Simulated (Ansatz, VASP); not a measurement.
Pb in VASP and in Ansatz

```
CELL_PARAMETERS angstrom
0.00000 2.46955 2.46955
2.46955 0.00000 2.46955
2.46955 2.46955 0.00000
ATOMIC_POSITIONS crystal
Pb 0.00000 0.00000 0.00000
```

Change from the starting cell: volume scaled by 0.97, PAW files.

Alike in both runs: task electric field gradients; functional LDA; k mesh 13 × 13 × 13; occupations fermi-dirac, width 0.05 eV; no spin polarisation.

```csv
,VASP,Ansatz
version,VASP 6.6.1,Ansatz 0.2.0
potentials or method,"VASP PAW LDA potentials, release 64 (Pb_d)","PAW with Ansatz's default frozen-core files, scalar-relativistic"
plane-wave cutoff (eV),520,420
valence electrons in the cell,14,14
```

|  | VASP | Ansatz | Ansatz less VASP |
| --- | --- | --- | --- |
| pressure (GPa) | -1.7 | -1.7 | -0.04 |

LDA's correlation is that of Perdew and Zunger in VASP and of Perdew and Wang (1992) in Ansatz.

Neither program's run includes spin-orbit coupling.
